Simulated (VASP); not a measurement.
**ZrTi3C4: single point with PBE**

The system is ZrTi3C4.

```
Zr Ti C
1.0
    -2.29710    2.29710    4.56792
     2.29710   -2.29710    4.56792
     2.29710    2.29710   -4.56792
Zr Ti C
1 3 4
Direct
  0.50000 0.50000 0.00000
  0.00000 0.00000 0.00000
  0.75000 0.25000 0.50000
  0.25000 0.75000 0.50000
  0.24446 0.24446 0.00000
  0.00000 0.50000 0.50000
  0.75554 0.75554 0.00000
  0.50000 0.00000 0.50000
```

```yaml
Program: VASP 6.6.1
Task: single point
Functional: PBE
Potentials_or_basis: VASP PAW PBE potentials, release 64 (Zr_sv, Ti_sv, C)
Cutoff: 520 eV
k_mesh: 12 × 12 × 12
Occupations: gaussian, width 0.1 eV
Spin: no spin polarisation
Dipole_correction: no
Further_INCAR_settings: ALGO = Normal; EDIFF = 1e-06; NBANDS = 42
```

```yaml
Pressure: -18.4 GPa
Largest_force: 0.005 eV/Å
Band_gap_on_the_k_mesh: zero (bands 32 and 33 overlap by 1.01 eV)
```

Forces in eV/Å, atoms in the order of the input:
```
Zr   0.000  0.000  0.000
Ti   0.000  0.000  0.000
Ti   0.000  0.000  0.000
Ti   0.000  0.000  0.000
C    0.000  0.000 -0.005
C    0.000  0.000  0.000
C    0.000  0.000  0.005
C    0.000  0.000  0.000
```

Levels at points of the mesh, in eV from the Fermi level:
```csv
k point,band 29,band 30,band 31,band 32,band 33,band 34,band 35,band 36
"(0.00, 0.00, 0.00)",-0.06,-0.06,0.66,0.66,0.69,1.31,1.31,1.32
"(0.50, 0.00, 0.00)",-1.73,-1.57,-1.57,-1.46,0.97,1.10,1.99,2.10
"(0.50, 0.50, 0.00)",-2.47,-2.28,-2.19,-2.10,1.66,2.03,2.34,2.43
"(0.50, 0.50, 0.50)",-0.45,-0.44,-0.41,-0.41,-0.30,0.02,0.02,0.12
```

Wall time 9 min on 1 thread of Intel(R) Xeon(R) 6975P-C (Granite Rapids), with other jobs on the host, peak memory 0.67 GiB.

Caveat: the cell stands under tension.
